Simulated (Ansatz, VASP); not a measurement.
Given: the input of a run of VASP 6.6.1 on NbP.

File INCAR:

```
PREC = Accurate ; ENCUT = 520
EDIFF = 1E-7 ; ISMEAR = -1
SIGMA = 0.05 ; LREAL = False
LASPH = True ; NELM = 100
ALGO = Normal ; ISIF = 2
LWAVE = False ; LCHARG = False
GGA = PS ; NBANDS = 26
```

Contents of KPOINTS:

```
regular mesh
0
Gamma
  11 11 11
```

The input POSCAR:

```
NbP
1.0
   -1.6860157846      1.6860157846      5.7781232452
    1.6860157846     -1.6860157846      5.7781232452
    1.6860157846      1.6860157846     -5.7781232452
Nb P
2 2
Direct
    0.2498808000      0.7498808000      0.5000000000
    0.4998808000      0.4998808000      0.0000000000
    0.8327477700      0.3327477700      0.5000000000
    0.0827477700      0.0827477700      0.0000000000
```

Potentials or basis: VASP PAW PBE potentials, release 64 (Nb_sv, P).

Command:

```sh
$ cat potpaw_PBE.64/Nb_sv/POTCAR potpaw_PBE.64/P/POTCAR > POTCAR
$ mpirun -np 1 vasp_std > vasp.out
```

Task: Set up the same calculation for Ansatz 0.2.0. Potentials there: Ansatz PAW.

Result: As run (the cutoff follows the program's own potentials):

input.yaml

```yaml
crystal:
  lattice:
    - [-1.6860157846, 1.6860157846, 5.7781232452]
    - [1.6860157846, -1.6860157846, 5.7781232452]
    - [1.6860157846, 1.6860157846, -5.7781232452]
  atoms:
    - { symbol: Nb, position: [0.2498808, 0.7498808, 0.5] }
    - { symbol: Nb, position: [0.4998808, 0.4998808, 0.0] }
    - { symbol: P, position: [0.83274777, 0.33274777, 0.5] }
    - { symbol: P, position: [0.08274777, 0.08274777, 0.0] }
hamiltonian:
  xc: pbesol
  pseudopotentials: { kind: paw }
kpoints:
  mp_grid: { grid: [11, 11, 11] }
scf:
  occupations: { method: fermi_dirac, width: 0.05 }
output:
  forces: true
  stress: true
  eigenvalues: true
```

Potentials or basis: Ansatz PAW.

The run is started by

```bash
$ ansatz run input.yaml --threads 1 --pin off --max-ram 3584MiB --backend cpu --events-out ev --progress --plain --runs-dir out
```

Both were run:

|  | VASP | Ansatz | Ansatz less VASP |
| --- | --- | --- | --- |
| gap on the k mesh at the Fermi level (eV) | none | none | - |
| pressure (GPa) | -9.9 | -9.7 | +0.19 |
| traceless stress, the component that is largest in VASP (GPa) | 0.22 | 0.21 | -0.005 |
| rms of the force components (eV/Å) | 0.006 | 0.006 | +0.0003 |

VASP's potentials were made for PBE, not for PBEsol. Atom by atom the forces differ by 0.000 eV/Å (rms over components). A gap of «none» marks a metal or a gap that the smearing closes.
